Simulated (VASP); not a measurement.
# Rh (Fm-3m) in VASP: a series of runs, part 2 of 2

VASP 6.6.1. Earlier steps stand in the parts before.

### 3 Single point, r2SCAN

Input file POSCAR:

```
Rh
1.0
    0.0000000000      1.9015500000      1.9015500000
    1.9015500000      0.0000000000      1.9015500000
    1.9015500000      1.9015500000      0.0000000000
Rh
1
Direct
    0.0000000000      0.0000000000      0.0000000000
```

Input file INCAR.step1:

```
SYSTEM = Rh
PREC = Accurate
ENCUT = 520
ISMEAR = 0
SIGMA = 0.15
LREAL = .FALSE.
LASPH = .TRUE.
NELM = 60
NBANDS = 14
GGA = PE
ALGO = Normal
EDIFF = 1E-4
LWAVE = .TRUE.
LCHARG = .FALSE.
```

Input file INCAR.step2:

```
SYSTEM = Rh
PREC = Accurate
ENCUT = 520
EDIFF = 1E-6
ISMEAR = 0
SIGMA = 0.15
LREAL = .FALSE.
LASPH = .TRUE.
NELM = 60
ALGO = Normal
ISIF = 2
LWAVE = .FALSE.
LCHARG = .FALSE.
METAGGA = R2SCAN
LMIXTAU = .TRUE.
NBANDS = 14
ISTART = 1
```

Input file KPOINTS:

```
Automatic mesh
0
G
  8 8 8
  0 0 0
```

Potentials or basis: VASP PAW PBE potentials, release 64 (Rh_pv).

On the command line:

```sh
$ cat potpaw_PBE.64/Rh_pv/POTCAR > POTCAR
$ cp INCAR.step1 INCAR
$ mpirun -np 1 vasp_std > vasp.out
$ cp INCAR.step2 INCAR
$ mpirun -np 1 vasp_std > vasp.out
```

OUTCAR:

```text
SYSTEM = Rh
   PREC = Accurate
   ENCUT = 520
   EDIFF = 1E-6
   ISMEAR = 0
   LREAL = .FALSE.
   LASPH = .TRUE.
   NELM = 60
   ISIF = 2
   METAGGA = R2SCAN
   ISTART = 1

 ion  position               nearest neighbor table
   1  0.000  0.000  0.000-

  LATTYP: Found a face centered cubic cell.
 ALAT       =     3.8031000000

  Lattice vectors:

 A1 = (   0.0000000000,   1.9015500000,   1.9015500000)
 A2 = (   1.9015500000,   0.0000000000,   1.9015500000)
 A3 = (   1.9015500000,   1.9015500000,   0.0000000000)

Analysis of symmetry for initial positions (statically):
=====================================================================
 Subroutine PRICEL returns:
 Original cell was already a primitive cell.

 Routine SETGRP: Setting up the symmetry group for a
 face centered cubic supercell.

 Subroutine GETGRP returns: Found 48 space group operations
[... 9 lines left out ...]

 Routine SETGRP: Setting up the symmetry group for a
 face centered cubic supercell.

 Subroutine GETGRP returns: Found 48 space group operations
[... 11 lines left out ...]
                                     Primitive cell

  volume of cell :      13.7516

  direct lattice vectors                    reciprocal lattice vectors
[... 146 lines left out ...]
      5       8.5828      2.00000
      6       8.5828      2.00000
      7       8.5828      2.00000
      8      10.6800      2.00000
      9      10.6800      2.00000
     10      28.4337      0.00000
     11      29.1984      0.00000
     12      34.1930      0.00000
     13      34.1931      0.00000
     14      34.1931      0.00000
[... 377 lines left out ...]
      1     -36.7018      2.00000
      2     -36.3368      2.00000
      3     -36.1962      2.00000
      4       6.5783      2.00000
      5       7.4452      2.00000
      6       9.0274      2.00000
      7       9.6525      2.00000
      8      12.1537      0.00039
      9      17.4640      0.00000
     10      20.6320      0.00000
     11      28.5580      0.00000
     12      29.1914      0.00000
     13      29.3722      0.00000
     14      33.9143      0.00000

 [... further k-points ...]

------------------------ aborting loop because EDIFF is reached ----------------------------------------

  FORCE on cell =-STRESS in cart. coord.  units (eV):
  Direction    XX          YY          ZZ          XY          YZ          ZX
  --------------------------------------------------------------------------------------
  -------------------------------------------------------------------------------------
  Total        0.1178919      0.1178919      0.1178919      0.0000000     -0.0000000      0.0000000
  in kB       13.7354056     13.7354056     13.7354056      0.0000000     -0.0000000      0.0000000
  external PRESSURE =      13.7354056 kB  Pullay stress =       0.0000000 kB

 VOLUME and BASIS-vectors are now :
 -----------------------------------------------------------------------------
  energy-cutoff  :      520.00
  volume of cell :       13.75
      direct lattice vectors                 reciprocal lattice vectors
     0.000000000  1.901550000  1.901550000    -0.262943388  0.262943388  0.262943388
     1.901550000  0.000000000  1.901550000     0.262943388 -0.262943388  0.262943388
     1.901550000  1.901550000  0.000000000     0.262943388  0.262943388 -0.262943388

 POSITION                                       TOTAL-FORCE (eV/Angst)
 -----------------------------------------------------------------------------------
      0.00000      0.00000      0.00000        -0.000000      0.000000      0.000000
 -----------------------------------------------------------------------------------
    total drift:                                0.000000      0.000000      0.000000

  FREE ENERGIE OF THE ION-ELECTRON SYSTEM (eV)
  ---------------------------------------------------
  free  energy   TOTEN  =       -24.1185317097 eV

  energy  without entropy=      -24.0989616015  energy(sigma->0) =      -24.10874666
```

OSZICAR.step1:

```text
N       E                     dE             d eps       ncg     rms          rms(c)
DAV:   1     0.116242563909E+03    0.11624E+03   -0.88085E+03   820   0.114E+03
DAV:   2    -0.624584208514E+01   -0.12249E+03   -0.11737E+03   926   0.339E+02
DAV:   3    -0.770538408177E+01   -0.14595E+01   -0.14557E+01   962   0.405E+01
DAV:   4    -0.771091416057E+01   -0.55301E-02   -0.55284E-02   938   0.257E+00
DAV:   5    -0.771096352939E+01   -0.49369E-04   -0.49367E-04   932   0.218E-01    0.102E+01
DAV:   6    -0.724837664025E+01    0.46259E+00   -0.88465E-01   830   0.124E+01    0.366E+00
DAV:   7    -0.723489461264E+01    0.13482E-01   -0.12128E-02   950   0.133E+00    0.179E+00
DAV:   8    -0.723162263365E+01    0.32720E-02   -0.20700E-03   842   0.618E-01    0.146E-01
DAV:   9    -0.723156672567E+01    0.55908E-04   -0.35228E-05   484   0.801E-02
   1 F= -.72315667E+01 E0= -.72204368E+01  d E =-.222598E-01
```

Run time: 9.7 s. Hardware: 1 thread of Intel Xeon 6975P-C (Granite Rapids), shared host; peak memory 0.13 GiB.

What came out:

```
Free energy : -24.1185 eV
Pressure    : 1.4 GPa
```

Caveat: the PAW data sets were made with another functional, which shifts forces and pressure a little.

### 4 Single point, r2SCAN

POSCAR is that of step 3.

Input file INCAR.step1:

```
SYSTEM = Rh
PREC = Accurate
ENCUT = 580
ISMEAR = 0
SIGMA = 0.15
LREAL = .FALSE.
LASPH = .TRUE.
NELM = 120
NBANDS = 14
GGA = PE
ALGO = Normal
EDIFF = 1E-5
LWAVE = .TRUE.
LCHARG = .FALSE.
GGA_COMPAT = .FALSE.
```

Changes to INCAR.step2 since step 3:

```diff
@@ -2,3 +2,3 @@
 PREC = Accurate
-ENCUT = 520
+ENCUT = 580
 EDIFF = 1E-6
@@ -8,3 +8,3 @@
 LASPH = .TRUE.
-NELM = 60
+NELM = 120
 ALGO = Normal
@@ -17 +17,2 @@
 ISTART = 1
+GGA_COMPAT = .FALSE.
```

KPOINTS is that of step 3.

Potentials or basis: VASP PAW PBE potentials, release 64 (Rh_sv_GW).

On the command line:

```sh
$ cat potpaw_PBE.64/Rh_sv_GW/POTCAR > POTCAR
$ cp INCAR.step1 INCAR
$ mpirun -np 1 vasp_std > vasp.out
$ cp INCAR.step2 INCAR
$ mpirun -np 1 vasp_std > vasp.out
```

OUTCAR:

```text
SYSTEM = Rh
   PREC = Accurate
   ENCUT = 580
   EDIFF = 1E-6
   ISMEAR = 0
   LREAL = .FALSE.
   LASPH = .TRUE.
   NELM = 120
   ISIF = 2
   METAGGA = R2SCAN
   ISTART = 1

 ion  position               nearest neighbor table
   1  0.000  0.000  0.000-

  LATTYP: Found a face centered cubic cell.
 ALAT       =     3.8031000000

  Lattice vectors:

 A1 = (   0.0000000000,   1.9015500000,   1.9015500000)
 A2 = (   1.9015500000,   0.0000000000,   1.9015500000)
 A3 = (   1.9015500000,   1.9015500000,   0.0000000000)

[... 588 lines left out ...]
 [... further k-points ...]

------------------------ aborting loop because EDIFF is reached ----------------------------------------

  FORCE on cell =-STRESS in cart. coord.  units (eV):
  Direction    XX          YY          ZZ          XY          YZ          ZX
  --------------------------------------------------------------------------------------
  -------------------------------------------------------------------------------------
  Total       -0.1230590     -0.1230590     -0.1230590      0.0000000      0.0000000     -0.0000000
  in kB      -14.3374081    -14.3374081    -14.3374081      0.0000000      0.0000000     -0.0000000
  external PRESSURE =     -14.3374081 kB  Pullay stress =       0.0000000 kB

 VOLUME and BASIS-vectors are now :
 -----------------------------------------------------------------------------
  energy-cutoff  :      580.00
  volume of cell :       13.75
      direct lattice vectors                 reciprocal lattice vectors
     0.000000000  1.901550000  1.901550000    -0.262943388  0.262943388  0.262943388
     1.901550000  0.000000000  1.901550000     0.262943388 -0.262943388  0.262943388
     1.901550000  1.901550000  0.000000000     0.262943388  0.262943388 -0.262943388

 POSITION                                       TOTAL-FORCE (eV/Angst)
 -----------------------------------------------------------------------------------
      0.00000      0.00000      0.00000         0.000000      0.000000      0.000000
 -----------------------------------------------------------------------------------
    total drift:                                0.000000      0.000000     -0.000000

  FREE ENERGIE OF THE ION-ELECTRON SYSTEM (eV)
  ---------------------------------------------------
  free  energy   TOTEN  =       -23.2628593128 eV

  energy  without entropy=      -23.2433100293  energy(sigma->0) =      -23.25308467
```

OUTCAR.step1:

```text
SYSTEM = Rh
   PREC = Accurate
   ENCUT = 580
   ISMEAR = 0
   LREAL = .FALSE.
   LASPH = .TRUE.
   NELM = 120
[... 625 lines left out ...]
 -----------------------------------------------------------------------------------
      0.00000      0.00000      0.00000         0.000000     -0.000000     -0.000000
 -----------------------------------------------------------------------------------
    total drift:                                0.000000     -0.000000     -0.000000

  FREE ENERGIE OF THE ION-ELECTRON SYSTEM (eV)
  ---------------------------------------------------
  free  energy   TOTEN  =        -6.3818241545 eV

  energy  without entropy=       -6.3596163543  energy(sigma->0) =       -6.37072025
```

It took 38 s on 1 thread of Intel Xeon Platinum 8259CL at 2.50GHz (Skylake/Cascade Lake), shared host; peak memory 0.15 GiB.

Results:

```yaml
Free_energy: -23.2629 eV
Pressure: -1.4 GPa
```

Caveat: the PAW data sets were made with another functional, which shifts forces and pressure a little.

### 5 Single point, r2SCAN

POSCAR is that of step 4.

Input file INCAR.step1:

```
PREC = Accurate
ENCUT = 580
ISMEAR = 0
SIGMA = 0.15
LREAL = F
LASPH = T
NELM = 120
NBANDS = 14
GGA = PE
ALGO = Normal
EDIFF = 1E-5
LWAVE = T
LCHARG = F
GGA_COMPAT = F
```

Input file INCAR.step2:

```
PREC = Accurate
ENCUT = 580
EDIFF = 1E-6
ISMEAR = 0
SIGMA = 0.15
LREAL = F
LASPH = T
NELM = 120
ALGO = Normal
ISIF = 2
LWAVE = F
LCHARG = F
METAGGA = R2SCAN
LMIXTAU = T
NBANDS = 14
ISTART = 1
GGA_COMPAT = F
```

Input file KPOINTS:

```
regular mesh
0
Gamma
  8 8 8
```

On the command line:

```sh
$ cat potpaw_PBE.64/Rh_sv_GW/POTCAR > POTCAR
$ cp INCAR.step1 INCAR
$ mpirun -np 1 vasp_std > vasp.out
$ cp INCAR.step2 INCAR
$ mpirun -np 1 vasp_std > vasp.out
```

It took 18 s on 1 thread of Intel Xeon 6975P-C (Granite Rapids), shared host; peak memory 0.15 GiB.

The run converged. Its results:

* Free energy: -23.2629 eV
* Pressure: -1.4 GPa

Levels at points of the mesh, in eV from the Fermi level:
| k point | band 5 | band 6 | band 7 | band 8 | band 9 | band 10 | band 11 | band 12 |
| --- | --- | --- | --- | --- | --- | --- | --- | --- |
| (0.00, 0.00, 0.00) | -8.19 | -3.19 | -3.19 | -3.19 | -1.10 | -1.10 | 16.41 | 22.07 |
| (0.50, 0.00, 0.00) | -6.35 | -3.30 | -3.30 | 0.57 | 0.57 | 0.87 | 9.07 | 16.03 |
| (0.50, 0.50, 0.00) | -6.56 | -6.19 | 0.49 | 1.03 | 1.03 | 3.44 | 12.85 | 13.92 |

Caveat: the PAW data sets were made with another functional, which shifts forces and pressure a little.
